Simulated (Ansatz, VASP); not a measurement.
One calculation of NaScTe2, two programs

```
Na Sc Te
1.0
     4.65843    0.00000    0.00000
     0.00000    4.65843    0.00000
     0.00000    0.00000   10.05305
Na Sc Te
1 1 2
Direct
  0.00000 0.00000 0.00000
  0.50000 0.50000 0.00000
  0.50000 0.50000 0.25987
  0.50000 0.50000 0.74013
```

Alike in both runs: task single point; functional PBE; k mesh 4 × 4 × 2; occupations gaussian, width 0.1 eV; collinear spin.

```csv
,VASP,Ansatz
version,VASP 6.6.1,Ansatz 0.2.0
potentials or method,"VASP PAW PBE potentials, release 64 (Na_pv, Sc_sv, Te), cutoff 520 eV","scalar-relativistic, plane waves, PAW"
valence electrons in the cell,30,52
```

|  | VASP | Ansatz | Ansatz less VASP |
| --- | --- | --- | --- |
| gap on the k mesh at the Fermi level (eV) | none | none | - |
| pressure (GPa) | 0.1 | 0.0 | -0.01 |
| traceless stress, the component that is largest in VASP (GPa) | 0.06 | 0.02 | -0.042 |
| rms of the force components (eV/Å) | 0.008 | 0.001 | -0.0068 |
| net moment per atom (μB) | 0.00 | 0.00 | -0.003 |

Atom by atom the forces differ by 0.007 eV/Å (rms over components). A gap of «none» marks a metal or a gap that the smearing closes. The functional is the same, so the differences come from potentials, cutoffs and numerics. VASP's potentials hold 30 valence electrons a cell and Ansatz's 52, so a difference there can come from the potentials and not from the codes. Ansatz's warnings: seeded moment not kept.

Spin-orbit coupling is off throughout.
